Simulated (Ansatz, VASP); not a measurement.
# Two plane-wave programs on Ru

File INCAR:

```
PREC = Accurate
ENCUT = 520
EDIFF = 1E-8
ISMEAR = -1
SIGMA = 0.03
LREAL = False
LASPH = True
NELM = 60
ALGO = Normal
ISIF = 2
LWAVE = False
LCHARG = False
GGA = PE
LEFG = True
NBANDS = 21
```

File KPOINTS:

```
regular mesh
0
Gamma
  10 10 10
```

Contents of POSCAR:

```
Ru
1.0
    0.0000000000      2.6717908066      2.6717908066
    2.6717908066      0.0000000000      2.6717908066
    2.6717908066      2.6717908066      0.0000000000
Ru
2
Direct
    0.0000000000      0.0000000000      0.0000000000
    0.2500000000      0.2500000000      0.2500000000
```

Input for Ansatz:

```yaml
crystal:
  lattice:
    - [0.0, 2.6717908066, 2.6717908066]
    - [2.6717908066, 0.0, 2.6717908066]
    - [2.6717908066, 2.6717908066, 0.0]
  atoms:
    - { symbol: Ru, position: [0.0, 0.0, 0.0] }
    - { symbol: Ru, position: [0.25, 0.25, 0.25] }
kpoints:
  mp_grid: { grid: [10, 10, 10] }
scf:
  occupations: { method: fermi_dirac, width: 0.03 }
hamiltonian:
  xc: pbe
  pseudopotentials: { kind: paw }
output:
  forces: true
  stress: true
  eigenvalues: true
  efg: { contact_densities: true }
  write_density: true
  write_potential: true
  elf: true
  volumetric_format: npy
```

Change from the starting cell: volume scaled by 0.9405, PAW files.

Alike in both runs: task electric field gradients; functional PBE; k mesh 10 × 10 × 10; occupations fermi-dirac, width 0.03 eV; no spin polarisation.

|  | VASP | Ansatz |
| --- | --- | --- |
| version | VASP 6.6.1 | Ansatz 0.2.0 |
| potentials or method | VASP PAW PBE potentials, release 64 (Ru_pv) | PAW with Ansatz's default frozen-core files, scalar-relativistic |
| plane-wave cutoff (eV) | 520 | 420 |
| valence electrons in the cell | 28 | 32 |

|  | VASP | Ansatz | Ansatz less VASP |
| --- | --- | --- | --- |
| pressure (GPa) | 12.0 | 11.6 | -0.38 |

VASP's potentials hold 28 valence electrons a cell and Ansatz's 32, so a difference there can come from the potentials and not from the codes.
